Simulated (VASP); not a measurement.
# WSe2 (P-1) in VASP: single point with PBEsol

Aim: the single point of WSe2 with PBEsol.

Program: VASP 6.6.1. These are calculated values, not measurements. Logs are shortened: lines on timing, memory, paths and dates and some standing lists are left out, and cuts for length are marked.

## (1) The cell of the first run

The typed cell holds 6 atoms: a = 3.290 Å, b = 3.262 Å, c = 12.971 Å, α = 89.57°, β = 88.85°, γ = 119.13°.

## (2) Single point, PBEsol (equal xy, yz and zx shear strains of +2 %)

File INCAR:

```
PREC = Accurate
ENCUT = 520
EDIFF = 1E-7
ISMEAR = -1
SIGMA = 0.08
LREAL = F
LASPH = T
NELM = 60
ALGO = Normal
ISIF = 2
LWAVE = F
LCHARG = F
GGA = PS
NBANDS = 35
```

File KPOINTS:

```
regular mesh
0
Gamma
  11 11 3
```

File POSCAR:

```
WSe2
1.0
    3.2899984505      0.0328999845      0.0328999845
   -1.6165070028      2.8327722442      0.0120422301
    0.1297000000      0.1297000000     12.9700000000
W Se
2 4
Direct
    0.3333333333      0.6666666667      0.2500000000
    0.6666666667      0.3333333333      0.7500000000
    0.3333333333      0.6666666667      0.6210000000
    0.6666666667      0.3333333333      0.1210000000
    0.3333333333      0.6666666667      0.8790000000
    0.6666666667      0.3333333333      0.3790000000
```

Potentials or basis: VASP PAW PBE potentials, release 64 (W_sv, Se).

The run is started by

```console
> cat potpaw_PBE.64/W_sv/POTCAR potpaw_PBE.64/Se/POTCAR > POTCAR
> mpirun -np 1 vasp_std > vasp.out
```

OUTCAR:

```text
PREC = Accurate
   ENCUT = 520
   EDIFF = 1E-7
   ISMEAR = -1
   LREAL = F
   LASPH = T
   NELM = 60
   ISIF = 2
   GGA = PS

 ion  position               nearest neighbor table
   1  0.333  0.667  0.250-   4 2.51   6 2.51   4 2.51   6 2.53   6 2.56   4 2.58
   2  0.667  0.333  0.750-   5 2.51   3 2.51   5 2.51   3 2.53   3 2.56   5 2.58
   3  0.333  0.667  0.621-   2 2.51   2 2.53   2 2.56
   4  0.667  0.333  0.121-   1 2.51   1 2.51   1 2.58
   5  0.333  0.667  0.879-   2 2.51   2 2.51   2 2.58
   6  0.667  0.333  0.379-   1 2.51   1 2.53   1 2.56

  LATTYP: Found a triclinic cell.
 ALAT       =     5.6990142889
 B/A-ratio  =     0.5723042227
 C/A-ratio  =     2.2760597320
 COS(alpha) =     0.0074204947
 COS(beta)  =     0.0200959808
 COS(gamma) =     0.8635246262

  Lattice vectors:

 A1 = (   0.0569844449,   5.6984444729,   0.0569844447)
 A2 = (  -1.6165070028,   2.8327722442,   0.0120422301)
 A3 = (   0.1297000000,   0.1297000000,  12.9700000000)

Analysis of symmetry for initial positions (statically):
=====================================================================
 Subroutine PRICEL returns:
 Original cell was already a primitive cell.

 Routine SETGRP: Setting up the symmetry group for a
 triclinic supercell.

 Subroutine GETGRP returns: Found  2 space group operations
 (whereof  2 operations were pure point group operations)
 out of a pool of  2 trial point group operations.

The static configuration has the point symmetry S_2 .

Analysis of symmetry for dynamics (positions and initial velocities):
=====================================================================
 Subroutine PRICEL returns:
 Original cell was already a primitive cell.

 Routine SETGRP: Setting up the symmetry group for a
 triclinic supercell.

 Subroutine GETGRP returns: Found  2 space group operations
 (whereof  2 operations were pure point group operations)
 out of a pool of  2 trial point group operations.

The dynamic configuration has the point symmetry S_2 .

 Subroutine INISYM returns: Found  2 space group operations
 (whereof  2 operations are pure point group operations),
 and found     1 'primitive' translations

----------------------------------------------------------------------------------------

                                     Primitive cell

  volume of cell :     121.5437

  direct lattice vectors                    reciprocal lattice vectors
     3.289998451  0.032899984  0.032899984     0.302273877  0.172511226 -0.004747851
    -1.616507003  2.832772244  0.012042230    -0.003475668  0.351042487 -0.003475668
     0.129700000  0.129700000 12.970000000    -0.000763527 -0.000763527  0.077116273

  length of vectors
     3.290327434  3.261569943 12.971296935     0.348069192  0.351076898  0.077123832

  position of ions in fractional coordinates (direct lattice)
     0.333333333  0.666666667  0.250000000
     0.666666667  0.333333333  0.750000000
     0.333333333  0.666666667  0.621000000
     0.666666667  0.333333333  0.121000000
     0.333333333  0.666666667  0.879000000
     0.666666667  0.333333333  0.379000000

  ion indices of the primitive-cell ions
   primitive index   ion index
                 1           1
                 2           2
                 3           3
                 4           4
                 5           5
                 6           6

----------------------------------------------------------------------------------------

 KPOINTS: regular mesh

Automatic generation of k-mesh.
 Grid dimensions read from file:
 generate k-points for:   11   11    3

 Generating k-lattice:

  Cartesian coordinates                     Fractional coordinates (reciprocal lattice)
     0.027479443  0.015682839 -0.000431623     0.090909091  0.000000000 -0.000000000
    -0.000315970  0.031912953 -0.000315970    -0.000000000  0.090909091  0.000000000
    -0.000254509 -0.000254509  0.025705424    -0.000000000  0.000000000  0.333333333

  Length of vectors
     0.031642654  0.031916082  0.025707944

  Shift w.r.t. Gamma in fractional coordinates (k-lattice)
     0.000000000  0.000000000  0.000000000

 Subroutine IBZKPT returns following result:
 ===========================================

 Found    182 irreducible k-points:

 Following reciprocal coordinates:
            Coordinates               Weight
  0.000000  0.000000  0.000000      1.000000
  0.090909 -0.000000 -0.000000      2.000000
  0.181818 -0.000000 -0.000000      2.000000
  0.272727 -0.000000 -0.000000      2.000000
  0.363636 -0.000000 -0.000000      2.000000
  0.454545 -0.000000 -0.000000      2.000000
[... 16 lines left out ...]
  0.454545  0.181818  0.000000      2.000000
 -0.454545  0.181818  0.000000      2.000000
 [... further k-points ...]
   k-points           NKPTS =    182   k-points in BZ     NKDIM =    182   number of bands    NBANDS=     35
   number of dos      NEDOS =    301   number of ions     NIONS =      6
   total plane-waves  NPLWV =  55296
   dimension x,y,z NGX =    24 NGY =   24 NGZ =   96
   dimension x,y,z NGXF=    48 NGYF=   48 NGZF=  192
   ions per type =               2   4
   NGX,Y,Z   is equivalent  to a cutoff of  12.13, 12.23, 12.30 a.u.
   NGXF,Y,Z  is equivalent  to a cutoff of  24.25, 24.47, 24.61 a.u.
 SYSTEM =  unknown system
   PREC   = accura    normal or accurate (medium, high low for compatibility)
   ISTART =      0    job   : 0-new  1-cont  2-samecut
   ICHARG =      2    charge: 1-file 2-atom 10-const
   ISPIN  =      1    spin polarized calculation?
   LNONCOLLINEAR =      F non collinear calculations
   LSORBIT =      F    spin-orbit coupling
   LASPH  =      T    aspherical Exc in radial PAW
   ENCUT  =  520.0 eV  38.22 Ry    6.18 a.u.   6.12  6.06 24.12*2*pi/ulx,y,z
   NELM   =     60;   NELMIN=  2; NELMDL= -5     # of ELM steps
   EDIFF  = 0.1E-06   stopping-criterion for ELM
   LREAL  =      F    real-space projection
   EDIFFG = 0.1E-05   stopping-criterion for IOM
   NSW    =      0    number of steps for IOM
   IBRION =     -1    ionic relax: 0-MD 1-quasi-New 2-CG
   NFREE  =      0    steps in history (QN), initial steepest desc. (CG)
   ISIF   =      2    stress and relaxation
   ISYM   =      2    0-nonsym 1-usesym 2-fastsym
   POTIM  = 0.5000    time-step for ionic-motion
   TEBEG  =    0.0;   TEEND  =   0.0 temperature during run
   PSTRESS=    0.0 pullay stress
   NELECT =      52.0000    total number of electrons
   NUPDOWN=      -1.0000    fix difference up-down
   EMIN   =  10.00;   EMAX   =-10.00  energy-range for DOS
   EFERMI =   0.00;   METHOD = LEGACY
   ISMEAR =    -1;   SIGMA  =   0.08  broadening in eV -4-tet -1-fermi 0-gaus
   EFERMI_NEDOS =   21; number of points for ismear=-14 and -15
   IALGO  =     38    algorithm
   IMIX   =      4    mixing-type and parameters
     AMIX     =   0.40;   BMIX     =  1.00
     AMIX_MAG =   1.60;   BMIX_MAG =  1.00
  volume/ion in A,a.u.               =      20.26       136.70
  Fermi-wavevector in a.u.,A,eV,Ry     =   1.233574  2.331116 20.704040  1.521704
  Thomas-Fermi vector in A             =   2.368299
   LORBIT       =      0    0 simple, 1 ext, 2 COOP (PROOUT), +10 PAW based schemes
   GGA     = PS    functional components
   LHFCALC =     F    Hartree Fock is set to
   AEXX    =    0.0000 exact exchange contribution
   IVDW    =     0    specifies the selected vdW correction
   LEPSILON=     F    determine dielectric tensor
   LRPA    =     F    only Hartree local field effects (RPA)
 non-spin polarized calculation
  energy-cutoff  :      520.00
  volume of cell :      121.54
 maximum number of plane-waves:      3303
   NGX = 13   NGY = 13   NGZ = 49

 number of electron      51.9999994 magnetization

 Free energy of the ion-electron system (eV)
  ---------------------------------------------------
  ext. energy  EPLUGINS =         0.00000000
  ---------------------------------------------------
  free energy    TOTEN  =       -46.49062996 eV

  energy without entropy =      -46.49050755  energy(sigma->0) =      -46.49056875

 E-fermi :   6.5522     XC(G=0): -10.9120

 val. band max:        6.1407420945   @ k =   0.0000   0.0000   0.0000
 cond. band min:       7.0460099535   @ k =  -0.1818   0.3636   0.0000
 fundamental gap:      0.9052678590
 Fermi energy:         6.5521975574

 k-point     1 :       0.0000    0.0000    0.0000
  band No.  band energies     occupation
      1     -68.1519      2.00000
      2     -68.1519      2.00000
      3     -32.4025      2.00000
      4     -32.4025      2.00000
      5     -32.2865      2.00000
      6     -32.2865      2.00000
[... 27 lines left out ...]
     34       9.1961      0.00000
     35      10.5579      0.00000

 k-point     2 :       0.0909   -0.0000   -0.0000
  band No.  band energies     occupation
      1     -68.1511      2.00000
      2     -68.1511      2.00000
      3     -32.3990      2.00000
      4     -32.3990      2.00000
      5     -32.3040      2.00000
      6     -32.3040      2.00000
[... 27 lines left out ...]
     34       9.1773      0.00000
     35      11.2804      0.00000

 k-point     3 :       0.1818   -0.0000   -0.0000
  band No.  band energies     occupation
      1     -68.1490      2.00000
      2     -68.1490      2.00000
      3     -32.3898      2.00000
      4     -32.3898      2.00000
      5     -32.3519      2.00000
      6     -32.3519      2.00000
[... 27 lines left out ...]
     34       9.6441      0.00000
     35      12.2615      0.00000

 k-point     4 :       0.2727   -0.0000   -0.0000
  band No.  band energies     occupation
      1     -68.1463      2.00000
      2     -68.1463      2.00000
      3     -32.4146      2.00000
      4     -32.4146      2.00000
      5     -32.3776      2.00000
      6     -32.3776      2.00000
[... 27 lines left out ...]
     34      10.1202      0.00000
     35      12.3091      0.00000

 k-point     5 :       0.3636   -0.0000   -0.0000
  band No.  band energies     occupation
      1     -68.1438      2.00000
      2     -68.1438      2.00000
      3     -32.4718      2.00000
      4     -32.4718      2.00000
      5     -32.3664      2.00000
      6     -32.3664      2.00000
[... 638 lines left out ...]
 k-point    22 :       0.3636    0.1818   -0.0000
  band No.  band energies     occupation
      1     -68.1414      2.00000
      2     -68.1414      2.00000
      3     -32.4844      2.00000
      4     -32.4844      2.00000
      5     -32.3561      2.00000
      6     -32.3561      2.00000
[... 27 lines left out ...]
     34      10.8254      0.00000
     35      10.9199      0.00000

 k-point    23 :       0.4545    0.1818    0.0000
  band No.  band energies     occupation
      1     -68.1413      2.00000
      2     -68.1413      2.00000
      3     -32.4851      2.00000
      4     -32.4851      2.00000
      5     -32.3559      2.00000
      6     -32.3559      2.00000
[... 27 lines left out ...]
     34      10.8282      0.00000
     35      10.9304      0.00000

 k-point    24 :      -0.4545    0.1818    0.0000
  band No.  band energies     occupation
      1     -68.1425      2.00000
      2     -68.1425      2.00000
      3     -32.4634      2.00000
      4     -32.4634      2.00000
      5     -32.3611      2.00000
      6     -32.3610      2.00000
[... 27 lines left out ...]
     34      10.9099      0.00000
     35      11.5014      0.00000

 [... further k-points ...]

------------------------ aborting loop because EDIFF is reached ----------------------------------------

  FORCE on cell =-STRESS in cart. coord.  units (eV):
  Direction    XX          YY          ZZ          XY          YZ          ZX
  --------------------------------------------------------------------------------------
  -------------------------------------------------------------------------------------
  Total       -0.8127498     -0.7825385      0.1432998     -1.2645345     -1.9842520     -1.9855479
  in kB      -10.7135866    -10.3153443      1.8889640    -16.6689676    -26.1562128    -26.1732949
  external PRESSURE =      -6.3799890 kB  Pullay stress =       0.0000000 kB

 VOLUME and BASIS-vectors are now :
 -----------------------------------------------------------------------------
  energy-cutoff  :      520.00
  volume of cell :      121.54
      direct lattice vectors                 reciprocal lattice vectors
     3.289998451  0.032899984  0.032899984     0.302273877  0.172511226 -0.004747851
    -1.616507003  2.832772244  0.012042230    -0.003475668  0.351042487 -0.003475668
     0.129700000  0.129700000 12.970000000    -0.000763527 -0.000763527  0.077116273

 POSITION                                       TOTAL-FORCE (eV/Angst)
 -----------------------------------------------------------------------------------
      0.05142      1.93191      3.26149        -0.114858      0.004715      0.028637
      1.75177      1.06347      9.75345         0.114858     -0.004715     -0.028637
      0.09954      1.98003      8.07336         0.210077      0.269894      0.060861
      1.67019      0.98188      1.59532         0.325551      0.265496      0.031144
      0.13300      2.01349     11.41962        -0.325551     -0.265496     -0.031144
      1.70365      1.01535      4.94158        -0.210077     -0.269894     -0.060861
 -----------------------------------------------------------------------------------
    total drift:                                0.000000      0.000000     -0.000000

  FREE ENERGIE OF THE ION-ELECTRON SYSTEM (eV)
  ---------------------------------------------------
  free  energy   TOTEN  =       -46.4906299610 eV

  energy  without entropy=      -46.4905075478  energy(sigma->0) =      -46.49056875
```

Run time: 8.1 min. Hardware: 1 thread of Intel Xeon Platinum 8488C (Sapphire Rapids), shared host; peak memory 0.68 GiB.

Results:

* Free energy: -46.4906 eV
* Pressure: -0.6 GPa
* Largest force: 0.421 eV/Å
* Band gap on the k mesh: 0.91 eV (least direct gap 1.70 eV)

Forces in eV/Å, atoms in the order of the input:
```
W   -0.115  0.005  0.029
W    0.115 -0.005 -0.029
Se   0.210  0.270  0.061
Se   0.326  0.265  0.031
Se  -0.326 -0.265 -0.031
Se  -0.210 -0.270 -0.061
```

Caveat: the cell differs from its parent crystal (equal xy, yz and zx shear strains of +2 %); the PAW data sets were made with another functional, which shifts forces and pressure a little; spin-orbit coupling is left out, which moves the levels of the heavy elements.
